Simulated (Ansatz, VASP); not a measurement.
## Al8Cu3 in VASP and in Ansatz

```
CELL_PARAMETERS angstrom
4.08904 0.00000 0.00000
2.04430 3.54134 0.00000
0.00000 0.00000 26.68561
ATOMIC_POSITIONS crystal
Al 0.00004 0.00004 0.28105
Al 0.66673 0.66673 0.34361
Al 0.33342 0.33342 0.40616
Al 0.00011 0.00011 0.46872
Al 0.66680 0.66680 0.53128
Al 0.33349 0.33349 0.59384
Al 0.00018 0.00018 0.65639
Al 0.66687 0.66687 0.71895
Cu 0.00007 0.00007 0.37489
Cu 0.33345 0.33345 0.50000
Cu 0.66683 0.66683 0.62511
```

Alike in both runs: task single point; functional PBE; k mesh 13 × 13 × 1; occupations gaussian, width 0.1 eV; no spin polarisation.

|  | VASP | Ansatz |
| --- | --- | --- |
| version | VASP 6.6.1 | Ansatz 0.2.0 |
| potentials or method | VASP PAW PBE potentials, release 64 (Al, Cu), cutoff 520 eV | scalar-relativistic, plane waves, PAW |
| valence electrons in the cell | 57 | 81 |

|  | VASP | Ansatz | Ansatz less VASP |
| --- | --- | --- | --- |
| gap on the k mesh at the Fermi level (eV) | none | none | - |
| rms of the force components (eV/Å) | 0.096 | 0.095 | -0.0011 |

A gap of «none» marks a metal or a gap that the smearing closes. With one functional, cell and mesh, what is left measures potentials, basis and numerics. VASP's potentials hold 57 valence electrons a cell and Ansatz's 81, so a difference there can come from the potentials and not from the codes.
